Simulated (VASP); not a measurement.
Runs of VASP 6.6.1 on Bi2Te3. The structure is that of space group R3m (No. 160), or close to it. The cells are those of the table. 

```tsv
cell	gap on the mesh (eV)	pressure (GPa)	largest force (eV/Å)
a = 10.404 Å, angles 24.8°, 5 atoms	none	(a)	1.11
a = 10.094 Å, angles 24.8°, 5 atoms	none	4.7	1.43
a = 10.199 Å, angles 24.8°, 5 atoms	none	(b)	1.31
a = 10.503 Å, angles 24.8°, 5 atoms	none	-1.4	1.02
a = 10.302 Å, angles 24.8°, 5 atoms	none	1.1	1.21
```

Alike in all rows: task single point; level PBE; potentials or basis VASP PAW PBE potentials, release 64 (Bi_d, Te); no spin polarisation; k mesh 6 × 6 × 6; cutoff (eV) 520; smearing fermi-dirac 0.05 eV.

Question: Fill in the values left out.

Answer: (a) -0.3; (b) 2.8.

Caveats: spin-orbit coupling is left out, which moves the levels of the heavy elements; forces of over 1 eV/Å act on the atoms, so gaps and moduli don't describe the material at rest; the cell stands under pressure (at least some runs).

A k mesh can miss the band edges, and the runs leave out spin-orbit coupling on Bi, Te.

A gap of «none» marks levels without a gap at the run's occupations.
